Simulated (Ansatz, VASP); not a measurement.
Two plane-wave programs on Zn

```xyz
2
Lattice="2.6354 0.0000 0.0000 -1.3177 2.2823 0.0000 0.0000 0.0000 5.0918" Properties=species:S:1:pos:R:3 pbc="T T T"
Zn    0.0000    1.5216    1.2730
Zn    1.3177    0.7608    3.8189
```

Alike in both runs: functional PBE; k mesh 18 × 18 × 10; occupations gaussian, width 0.1 eV; no spin polarisation.

Ansatz relaxed the structure, and its values are those at the end. VASP's run is a single point on that final structure, the one shown.

|  | VASP | Ansatz |
| --- | --- | --- |
| version | VASP 6.6.1 | Ansatz 0.2.0 |
| potentials or method | VASP PAW PBE potentials, release 64 (Zn), cutoff 520 eV | scalar-relativistic, plane waves, PAW |
| valence electrons in the cell | 24 | 24 |

|  | VASP | Ansatz | Ansatz less VASP |
| --- | --- | --- | --- |
| gap on the k mesh at the Fermi level (eV) | none | none | - |
| pressure (GPa) | 0.8 | 0.0 | -0.75 |

A gap of «none» marks a metal or a gap that the smearing closes.
